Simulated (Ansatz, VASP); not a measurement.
# NaI in VASP and in Ansatz

The input POSCAR:

```
NaI
1.0
    4.0405365579      0.0000000000      0.0000000000
    0.0000000000      4.0405365579      0.0000000000
    0.0000000000      0.0000000000      4.1072054111
Na I
1 1
Direct
    0.0000000000      0.0000000000      0.0000000000
    0.5000000000      0.5000000000      0.5000000000
```

Contents of INCAR.step1:

```
  PREC = Accurate
  ENCUT = 520
  EDIFF = 1E-5
  ISMEAR = 0
  SIGMA = 0.01
  LREAL = F
  LASPH = T
  NELM = 60
  ALGO = Normal
  ISIF = 2
  LWAVE = T
  LCHARG = F
  NBANDS = 14
  GGA = PE
```

Contents of INCAR.step2:

```
  PREC = Accurate
  ENCUT = 520
  EDIFF = 1E-6
  ISMEAR = 0
  SIGMA = 0.01
  LREAL = F
  LASPH = T
  NELM = 60
  ALGO = Normal
  ISIF = 2
  LWAVE = F
  LCHARG = F
  GGA = PE
  LHFCALC = T
  HFSCREEN = 0.2079
  PRECFOCK = Normal
  NBANDS = 14
  ISTART = 1
```

KPOINTS

```
regular mesh
0
Gamma
  4 4 4
```

Input for Ansatz:

```yaml
crystal:
  lattice:
    - [4.0405365579, 0.0, 0.0]
    - [0.0, 4.0405365579, 0.0]
    - [0.0, 0.0, 4.1072054111]
  atoms:
    - { symbol: Na, position: [0.0, 0.0, 0.0] }
    - { symbol: I, position: [0.5, 0.5, 0.5] }
kpoints:
  mp_grid: { grid: [4, 4, 4] }
  band_path:
    path:
      - [0.0, 0.0, 0.0]
      - [0.0, 0.5, 0.0]
      - [0.5, 0.5, 0.0]
      - [0.5, 0.5, 0.5]
      - [0.0, 0.5, 0.5]
    npoints: 1
hamiltonian:
  xc: hse06
scf:
  occupations: { method: fixed }
  n_extra_bands: 4
output:
  forces: true
  stress: true
  eigenvalues: true
  write_density: true
  write_potential: true
  elf: true
  volumetric_format: npy
```

Change from the starting cell: uniaxial_z strain +1.7%.

Alike in both runs: task single point; functional HSE06; k mesh 4 × 4 × 4; no spin polarisation.

|  | VASP | Ansatz |
| --- | --- | --- |
| version | VASP 6.6.1 | Ansatz 0.2.0 |
| potentials or method | VASP PAW PBE potentials, release 64 (Na_pv, I) | plane waves, PAW |
| plane-wave cutoff (eV) | 520 | 420 |
| occupations | gaussian, width 0.01 eV | fixed |
| valence electrons in the cell | 14 | 26 |

VASP gave:

```
gap on the k mesh at the Fermi level (eV)                     : 3.16
pressure (GPa)                                                : -0.1
traceless stress, the component that is largest in VASP (GPa) : -0.54
```

Problem. Which values does Ansatz return?

Solution. gap on the k mesh at the Fermi level (eV): 3.18; pressure (GPa): -0.1; traceless stress, the component that is largest in VASP (GPa): -0.54.

VASP's potentials hold 14 valence electrons a cell and Ansatz's 26, so a difference there can come from the potentials and not from the codes. Ansatz's warnings: stress exchange threshold loose, stress scf threshold loose.

Neither program's run includes spin-orbit coupling.
